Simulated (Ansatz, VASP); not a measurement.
AlGa3N4 in VASP and in Ansatz

```
Al Ga N
1.0
     4.46763    0.00000    0.00000
     0.00000    4.46763    0.00000
     0.00000    0.00000    4.46763
Al Ga N
1 3 4
Direct
  0.00000 0.00000 0.00000
  0.50000 0.50000 0.00000
  0.50000 0.00000 0.50000
  0.00000 0.50000 0.50000
  0.79380 0.79380 0.20620
  0.79380 0.20620 0.79380
  0.20620 0.79380 0.79380
  0.20620 0.20620 0.20620
```

Change from the starting cell: mode 24 (691.5 1/cm) frozen in, largest displacement -0.300 Å.

Alike in both runs: task single point; functional PBEsol; k mesh 6 × 6 × 6; occupations gaussian, width 0.05 eV; no spin polarisation.

```csv
,VASP,Ansatz
version,VASP 6.6.1,Ansatz 0.2.0
potentials or method,"VASP PAW PBE potentials, release 64 (Al, Ga_d, N), cutoff 520 eV","scalar-relativistic, plane waves, PAW"
valence electrons in the cell,62,62
```

VASP gave:

| Quantity | Value |
| --- | --- |
| gap on the k mesh at the Fermi level (eV) | 1.45 |
| least direct gap on the mesh (eV) | 2.43 |
| pressure (GPa) | 19.0 |
| rms of the force components (eV/Å) | 4.980 |

Problem. Which values does Ansatz return?

Solution. gap on the k mesh at the Fermi level (eV): 1.44; least direct gap on the mesh (eV): 2.41; pressure (GPa): 18.3; rms of the force components (eV/Å): 4.910.

VASP's potentials were made for PBE, not for PBEsol. Atom by atom the forces differ by 0.070 eV/Å (rms over components).
